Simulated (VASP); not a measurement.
Input of a VASP 6.6.1 run:

Contents of POSCAR:

```
BN
1.0
    2.5064254026      0.0000000000      0.0000000000
   -1.2532127013      2.1706280714      0.0000000000
    0.0000000000      0.0000000000      6.6141211379
B N
2 2
Direct
    0.3333333333      0.6666666667      0.2500000000
    0.6666666667      0.3333333333      0.7500000000
    0.3333333333      0.6666666667      0.7500000000
    0.6666666667      0.3333333333      0.2500000000
```

The input INCAR.step1:

```
  ALGO = Normal
  EDIFF = 1E-4
  ENCUT = 600
  GGA = PE
  ISMEAR = -1
  LASPH = T
  LCHARG = F
  LREAL = F
  LWAVE = T
  NELM = 100
  PREC = Accurate
  SIGMA = 0.02
```

Contents of INCAR.step2:

```
  ALGO = Normal
  BPARAM = 11.95
  CPARAM = 0.0093
  EDIFF = 1E-7
  EDIFFG = -0.005
  ENCUT = 600
  IBRION = 2
  ISIF = 3
  ISMEAR = -1
  ISTART = 1
  IVDW_NL = 2
  LASPH = T
  LCHARG = F
  LMIXTAU = T
  LREAL = F
  LUSE_VDW = T
  LWAVE = F
  METAGGA = R2SCAN
  NELM = 100
  NSW = 80
  PREC = Accurate
  SIGMA = 0.02
```

KPOINTS

```
k-points
0
Gamma
  12 12 4
```

Potentials or basis: VASP PAW PBE potentials, release 64 (B, N).

Run with:

```sh
$ cat potpaw_PBE.64/B/POTCAR potpaw_PBE.64/N/POTCAR > POTCAR
$ cp INCAR.step1 INCAR
$ mpirun -np 1 vasp_std > vasp.out
$ cp INCAR.step2 INCAR
$ mpirun -np 1 vasp_std > vasp.out
```

Task: Predict the band gap on the k mesh.

Result: 4.79 eV, indirect (least direct gap 5.20 eV).

Task: Estimate the relaxed volume.

Result: 8.81 Å³/atom.

Task: What does it give for the relaxed cell?

Result: a = 2.502 Å, b = 2.502 Å, c = 6.502 Å, α = 90.00°, β = 90.00°, γ = 120.00°.

Final structure:
```
CELL_PARAMETERS angstrom
2.50220 0.00000 0.00000
-1.25110 2.16697 0.00000
0.00000 0.00000 6.50203
ATOMIC_POSITIONS crystal
B 0.33333 0.66667 0.25000
B 0.66667 0.33333 0.75000
N 0.33333 0.66667 0.75000
N 0.66667 0.33333 0.25000
```

Caveat: the PAW data sets were made with another functional, which shifts forces and pressure a little. r2SCAN opens gaps a little over a GGA but as a rule still falls short of measured ones.
